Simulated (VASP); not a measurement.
**Si: single point with PBE**

The system is Si.

```
Si
1.0
     3.55230    0.00000    0.00000
    -1.77615    3.07638    0.00000
     0.00000    0.00000    3.00051
Si
2
Direct
  0.33333 0.66667 0.75000
  0.66667 0.33333 0.25000
```

```json
{
  "Program": "VASP 6.6.1",
  "Task": "single point",
  "Functional": "PBE",
  "Potentials or basis": "VASP PAW PBE potentials, release 64 (Si)",
  "Cutoff": "500 eV",
  "k mesh": "18 × 18 × 18",
  "Occupations": "gaussian, width 0.1 eV",
  "Spin": "no spin polarisation"
}
```

- Pressure: -0.1 GPa
- Band gap on the k mesh: zero (band 4 reaches 12.59 eV, above the bottom of band 5 at 4.77 eV)

Levels at points of the mesh, in eV from the Fermi level:
| k point | band 2 | band 3 | band 4 | band 5 | band 6 | band 7 |
| --- | --- | --- | --- | --- | --- | --- |
| (0.00, 0.00, 0.00) | -0.88 | -0.88 | 0.77 | 1.47 | 2.72 | 2.72 |
| (0.50, 0.00, 0.00) | -8.86 | -2.96 | -0.10 | 3.12 | 5.05 | 6.51 |
| (0.00, 0.00, 0.50) | -9.49 | 2.67 | 2.67 | 2.67 | 2.67 | 5.07 |
| (0.50, 0.00, 0.50) | -6.71 | -4.96 | -4.96 | 0.74 | 0.74 | 3.78 |

It took 31 s on 1 thread of Intel(R) Xeon(R) 6975P-C (Granite Rapids) (shared host), peak memory 0.22 GiB.
